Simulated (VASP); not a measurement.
Write the native input for VASP 6.6.1 that does the following.

```yaml
Task: single point
Functional: r2SCAN
Potentials_or_basis: VASP PAW PBE potentials, release 64 (Ca_sv, H, O)
Cutoff: 660 eV
k_mesh: 6 × 6 × 6
Occupations: gaussian, width 0.265 eV
Spin: no spin polarisation
Dipole_correction: no
Further_INCAR_settings: ALGO = Normal; EDIFF = 1e-06; NBANDS = 47
```

CaHO4:

```
Ca H O
1.0
     0.00000    4.99652    0.00000
     4.99652    0.00000    0.00000
     2.49826    2.49826   -5.41961
Ca H O
2 2 8
Direct
  0.87500 0.62500 0.75000
  0.12500 0.37500 0.25000
  0.37500 0.12500 0.75000
  0.62500 0.87500 0.25000
  0.21920 0.36130 0.57880
  0.86130 0.20200 0.07880
  0.70200 0.05990 0.57880
  0.55990 0.71920 0.07880
  0.78080 0.63870 0.42120
  0.13870 0.79800 0.92120
  0.29800 0.94010 0.42120
  0.44010 0.28080 0.92120
```

One way to write it, as run:

POSCAR

```
CaHO4
1.0
    0.0000000000      4.9965190000      0.0000000000
    4.9965190000      0.0000000000      0.0000000000
    2.4982600000      2.4982600000     -5.4196070000
Ca H O
2 2 8
Direct
    0.8750000000      0.6250000000      0.7500000000
    0.1250000000      0.3750000000      0.2500000000
    0.3750000000      0.1250000000      0.7500000000
    0.6250000000      0.8750000000      0.2500000000
    0.2192000000      0.3613000000      0.5788000000
    0.8613000000      0.2020000000      0.0788000000
    0.7020000000      0.0599000000      0.5788000000
    0.5599000000      0.7192000000      0.0788000000
    0.7808000000      0.6387000000      0.4212000000
    0.1387000000      0.7980000000      0.9212000000
    0.2980000000      0.9401000000      0.4212000000
    0.4401000000      0.2808000000      0.9212000000
```

INCAR.step1

```
SYSTEM = CaHO4
PREC = Accurate ; ENCUT = 660
ISMEAR = 0 ; SIGMA = 0.265
LREAL = .False. ; LASPH = .True.
NELM = 120 ; NBANDS = 47
GGA = PE ; ALGO = Normal
EDIFF = 1E-5 ; LWAVE = .True.
LCHARG = .False. ; GGA_COMPAT = .False.
```

INCAR.step2

```
SYSTEM = CaHO4
PREC = Accurate ; ENCUT = 660
EDIFF = 1E-6 ; ISMEAR = 0
SIGMA = 0.265 ; LREAL = .False.
LASPH = .True. ; NELM = 120
ALGO = Normal ; ISIF = 2
LWAVE = .False. ; LCHARG = .False.
METAGGA = R2SCAN ; LMIXTAU = .True.
NBANDS = 47 ; ISTART = 1
GGA_COMPAT = .False.
```

KPOINTS

```
regular mesh
0
Gamma
  6 6 6
  0 0 0
```

Potentials or basis: VASP PAW PBE potentials, release 64 (Ca_sv, H, O).

The run is started by

```console
$ cat potpaw_PBE.64/Ca_sv/POTCAR potpaw_PBE.64/H/POTCAR potpaw_PBE.64/O/POTCAR > POTCAR
$ cp INCAR.step1 INCAR
$ mpirun -np 1 vasp_std > vasp.out
$ cp INCAR.step2 INCAR
$ mpirun -np 1 vasp_std > vasp.out
```

Results of the run:

```yaml
Pressure: -8.8 GPa
Largest_force: 1.502 eV/Å
Band_gap_on_the_k_mesh: zero (bands 35 and 36 overlap by 0.39 eV)
```

Caveat: the cell stands under tension; so wide a smearing shifts energies and pressures; the PAW data sets were made with another functional, which shifts forces and pressure a little.

Run time: 13 min on 1 thread of Oxide Virtual Turin-like Processor, on a shared host, peak memory 0.47 GiB.
